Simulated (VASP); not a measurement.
MoS2, 6 atoms in the cell. The cell holds a slab with vacuum, 6 atoms: a = 3.197 Å, b = 3.197 Å, c = 21.525 Å, α = 90.00°, β = 90.00°, γ = 120.00°. 

| Property | Result |
| --- | --- |
| Program | VASP 6.6.1 |
| Task | single point |
| Functional | PBEsol |
| Potentials or basis | VASP PAW PBE potentials, release 64 (Mo_sv, S) |
| Cutoff | 520 eV |
| k mesh | 10 × 10 × 2 |
| Occupations | fermi-dirac, width 0.05 eV |
| Spin | no spin polarisation |
| Hubbard terms | Mo d U = 8.0 eV |
| Dipole correction | no |
| Further INCAR settings | ALGO = Normal; EDIFF = 1e-06; NBANDS = 35 |

Potentials or basis: VASP PAW PBE potentials, release 64 (Mo_sv, S).

The run is started by

```sh
$ cat potpaw_PBE.64/Mo_sv/POTCAR potpaw_PBE.64/S/POTCAR > POTCAR
$ mpirun -np 1 vasp_std > vasp.out
```

Hardware: 1 thread of Oxide Virtual Turin-like Processor, with other jobs on the host.

Question: Estimate the wall time of this run.

Answer: Run time: 6.9 min on 1 thread of Oxide Virtual Turin-like Processor, with other jobs on the host, peak memory 0.33 GiB. Counts: scf iterations 23, k points 28.
